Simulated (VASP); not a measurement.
Wanted: the native input for a VASP 6.6.1 run.

```
Task                   : single point
Functional             : PBEsol
Potentials or basis    : VASP PAW PBE potentials, release 64 (Re)
Cutoff                 : 520 eV
k mesh                 : 11 × 11 × 3
Occupations            : fermi-dirac, width 0.05 eV
Spin                   : no spin polarisation
Dipole correction      : no
Further INCAR settings : ALGO = Normal; EDIFF = 1e-06; NBANDS = 22
```

The structure of Re lies in POSCAR:

```
Re
1.0
    2.6896944197      0.0000000000      0.0000000000
   -1.3448472098      2.3293436959      0.0000000000
    0.0000000000      0.0000000000      8.6888608306
Re
4
Direct
    0.6666666667      0.3333333333      0.7500000000
    0.0000000000      0.0000000000      0.5000000000
    0.3333333333      0.6666666667      0.2500000000
    0.0000000000      0.0000000000      0.0000000000
```

The input as run:

INCAR

```
PREC     = Accurate       # precision mode
ENCUT    = 520            # plane-wave cutoff, eV
EDIFF    = 1E-6           # SCF threshold, eV
ISMEAR   = -1             # smearing method
SIGMA    = 0.05           # smearing width, eV
LREAL    = F              # projectors in reciprocal space
LASPH    = T              # aspherical terms in the spheres
NELM     = 80             # most SCF steps
ALGO     = Normal         # electronic algorithm
ISIF     = 2              # what is computed and relaxed
LWAVE    = F              # write WAVECAR
LCHARG   = F              # write CHGCAR
GGA      = PS             # functional
NBANDS   = 22             # bands
```

KPOINTS

```
regular mesh
0
Gamma
  11 11 3
```

Potentials or basis: VASP PAW PBE potentials, release 64 (Re).

Command:

```sh
$ cat potpaw_PBE.64/Re/POTCAR > POTCAR
$ mpirun -np 1 vasp_std > vasp.out
```

It gave:

* Pressure: 30.9 GPa
* Band gap on the k mesh: zero (bands 14 and 15 overlap by 2.80 eV)

Caveat: the cell stands under pressure; the PAW data sets were made with another functional, which shifts forces and pressure a little; spin-orbit coupling is left out, which moves the levels of the heavy elements.

Run time: 35 s on 1 thread of Intel(R) Xeon(R) Platinum 8488C (Sapphire Rapids), on a shared host, peak memory 0.18 GiB.
